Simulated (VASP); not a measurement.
A run of VASP 6.6.1 is set up as follows.

File INCAR:

```
PREC = Accurate
ENCUT = 520
EDIFF = 1E-8
ISMEAR = 1
SIGMA = 0.001
LREAL = F
LASPH = T
NELM = 100
ALGO = Normal
ISIF = 2
LWAVE = F
LCHARG = F
LEFG = T
NBANDS = 16
```

The input KPOINTS:

```
regular mesh
0
Gamma
  10 10 9
```

File POSCAR:

```
YSi2
1.0
    4.0754858592      0.0000000000      0.0000000000
   -2.0377429296      3.5294742868      0.0000000000
    0.0000000000      0.0000000000      3.9901327200
Y Si
1 2
Direct
    0.0000000000      0.0000000000      0.0000000000
    0.3333333333      0.6666666667      0.5000000000
    0.6666666667      0.3333333333      0.5000000000
```

Potentials or basis: VASP PAW LDA potentials, release 64 (Y_sv, Si).

Command:

```sh
$ cat potpaw_LDA.64/Y_sv/POTCAR potpaw_LDA.64/Si/POTCAR > POTCAR
$ mpirun -np 1 vasp_std > vasp.out
```

Problem. What does it give for the pressure?

Solution. -4.2 GPa.

Electric field gradients, principal values (V/Å²):
```csv
atom,least,middle,greatest (by size)
1 Y,13.194,13.194,-26.388
2 Si,6.208,6.208,-12.415
3 Si,6.208,6.208,-12.415
```

Caveat: without QUAD_EFG the Cq values of the log hold for a quadrupole moment of 1 mb, not for the nuclei.
